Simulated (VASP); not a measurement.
Wanted: the native input for a VASP 6.6.1 run.

```
Task                   : single point
Functional             : LDA
Potentials or basis    : VASP PAW LDA potentials, release 64 (Ga_d, Sb)
Cutoff                 : 520 eV
k mesh                 : 16 × 16 × 16
Occupations            : gaussian, width 0.15 eV
Spin                   : no spin polarisation
Dipole correction      : no
Further INCAR settings : ALGO = Normal; EDIFF = 1e-06; NBANDS = 16
```

The structure of GaSb lies in POSCAR:

```
GaSb
1.0
   -2.6903114696      2.6903114696      1.6156000000
    2.6903114696     -2.6903114696      1.6156000000
    2.6903114696      2.6903114696     -1.6156000000
Ga Sb
1 1
Direct
    0.2500000000      0.7500000000      0.5000000000
    0.0000000000      0.0000000000      0.0000000000
```

These files were run (other wordings do the same):

INCAR

```
SYSTEM = GaSb
ALGO = Normal ; EDIFF = 1E-6
ENCUT = 520 ; GGA = CA
ISIF = 2 ; ISMEAR = 0
LASPH = .TRUE. ; LCHARG = .FALSE.
LREAL = .FALSE. ; LWAVE = .FALSE.
NBANDS = 16 ; NELM = 100
PREC = Accurate ; SIGMA = 0.15
```

KPOINTS

```
k-points
0
G
  16 16 16
  0 0 0
```

Potentials or basis: VASP PAW LDA potentials, release 64 (Ga_d, Sb).

Launch:

```bash
$ cat potpaw_LDA.64/Ga_d/POTCAR potpaw_LDA.64/Sb/POTCAR > POTCAR
$ mpirun -np 1 vasp_std > vasp.out
```

It gave:

```
Pressure               : -2.4 GPa
Band gap on the k mesh : zero (bands 9 and 10 overlap by 5.11 eV)
```

Caveat: spin-orbit coupling is left out, which moves the levels of the heavy elements.

Wall time 4.1 min on 1 thread of Intel Xeon 8259CL, with other jobs on the host, peak memory 0.37 GiB.
